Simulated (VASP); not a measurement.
Here is a VASP 6.6.1 calculation.

The input POSCAR:

```
Hg
1.0
    2.7592200700     -5.7631246900      0.0000000000
    2.7592200700      5.7631246900      0.0000000000
    0.0000000000      0.0000000000      3.3892448200
Hg
4
Direct
    0.3691655400      0.6308344600      0.5007497100
    0.8691655400      0.1308344600      0.9992502900
    0.1308344600      0.8691655400      0.0007497000
    0.6308344600      0.3691655400      0.4992502900
```

The input INCAR.step1:

```
ALGO = Normal ; EDIFF = 1E-4
ENCUT = 520 ; GGA = PE
ISMEAR = -1 ; LASPH = True
LCHARG = False ; LREAL = False
LWAVE = True ; NBANDS = 32
NELM = 100 ; PREC = Accurate
SIGMA = 0.1
```

File INCAR.step2:

```
ALGO = Normal ; EDIFF = 1E-6
ENCUT = 520 ; ISIF = 2
ISMEAR = -1 ; ISTART = 1
LASPH = True ; LCHARG = True
LELF = True ; LMIXTAU = True
LREAL = False ; LVHAR = True
LWAVE = False ; METAGGA = R2SCAN
NBANDS = 32 ; NELM = 100
PREC = Accurate ; SIGMA = 0.1
```

Contents of KPOINTS:

```
k-points
0
Gamma
  5 5 8
```

Potentials or basis: VASP PAW PBE potentials, release 64 (Hg).

Command:

```console
$ cat potpaw_PBE.64/Hg/POTCAR > POTCAR
$ cp INCAR.step1 INCAR
$ mpirun -np 1 vasp_std > vasp.out
$ cp INCAR.step2 INCAR
$ mpirun -np 1 vasp_std > vasp.out
```

Question: Estimate the largest force.

Answer: 0.013 eV/Å.

Question: Predict the pressure.

Answer: 0.2 GPa.

Question: What does it give for the band gap on the k mesh?

Answer: Zero (bands 24 and 25 overlap by 1.99 eV).

Stress tensor (GPa, compression positive):
```
 0.36  0.00  0.00
 0.00 -0.09  0.00
 0.00  0.00  0.45
```

Caveat: the PAW data sets were made with another functional, which shifts forces and pressure a little; spin-orbit coupling is left out, which moves the levels of the heavy elements.
